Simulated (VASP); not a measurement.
Na:

```xyz
1
Lattice="-2.1410 2.1410 2.1410 2.1410 -2.1410 2.1410 2.1410 2.1410 -2.1410" Properties=species:S:1:pos:R:3 pbc="T T T"
Na    0.0000    0.0000    0.0000
```

```yaml
Program: VASP 6.6.1
Task: relaxation of cell and atoms
Functional: PBEsol
Potentials_or_basis: VASP PAW PBE potentials, release 64 (Na_pv)
Cutoff: 600 eV
k_mesh: 7 × 7 × 7
Occupations: fermi-dirac, width 0.05 eV
Spin: no spin polarisation
```

At the start: pressure -0.5 GPa; volume 39.26 Å³/atom.

Where does the relaxation end?

Over 3 steps the energy falls by 5.6 meV/atom and the volume is 36.29 Å³/atom (-7.6 %); space group Im-3m (No. 229, to 0.05 Å).

Step by step:
```tsv
step	energy change (eV)	largest force (eV/Å)	pressure (GPa)	volume (Å³)
1	0.0000	0.0000	-0.55	39.26
2	-0.0023	0.0000	-0.44	38.50
3	-0.0056	0.0000	-0.04	36.29
```

Final structure:
```yaml
crystal:
  lattice:
    - [-2.08565, 2.08565, 2.08565]
    - [2.08565, -2.08565, 2.08565]
    - [2.08565, 2.08565, -2.08565]
  atoms:
    - { symbol: Na, position: [0.00000, 0.00000, 0.00000] }
```

Caveat: the PAW data sets were made with another functional, which shifts forces and pressure a little.
